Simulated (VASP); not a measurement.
Input of a VASP 6.6.1 run:

INCAR

```
SYSTEM = HfOs3
PREC = Accurate ; ENCUT = 520
EDIFF = 1E-6 ; ISMEAR = 0
SIGMA = 0.05 ; LREAL = .False.
LASPH = .True. ; NELM = 100
ALGO = Normal ; ISIF = 2
LWAVE = .False. ; LCHARG = .True.
GGA = PS ; LELF = .True.
LVHAR = .True. ; NBANDS = 25
```

KPOINTS

```
Automatic mesh
0
Gamma
  8 8 8
  0 0 0
```

File POSCAR:

```
HfOs3
1.0
    3.9338218181      0.0000000000      0.0000000000
    0.0000000000      3.9338218181      0.0000000000
    0.0000000000      0.0000000000      3.9338218181
Hf Os
1 3
Direct
    0.0000000000      0.0000000000      0.0000000000
    0.0000000000      0.5000000000      0.5000000000
    0.5000000000      0.5000000000      0.0000000000
    0.5000000000      0.0000000000      0.5000000000
```

Potentials or basis: VASP PAW PBE potentials, release 64 (Hf_pv, Os).

Command:

```console
$ cat potpaw_PBE.64/Hf_pv/POTCAR potpaw_PBE.64/Os/POTCAR > POTCAR
$ mpirun -np 1 vasp_std > vasp.out
```

(1) What does it give for the band gap on the k mesh?

(2) Predict the pressure.

Results:

(1) zero (band 17 reaches 10.74 eV, above the bottom of band 18 at 6.53 eV).

(2) -0.4 GPa.

Caveat: the PAW data sets were made with another functional, which shifts forces and pressure a little; spin-orbit coupling is left out, which moves the levels of the heavy elements.
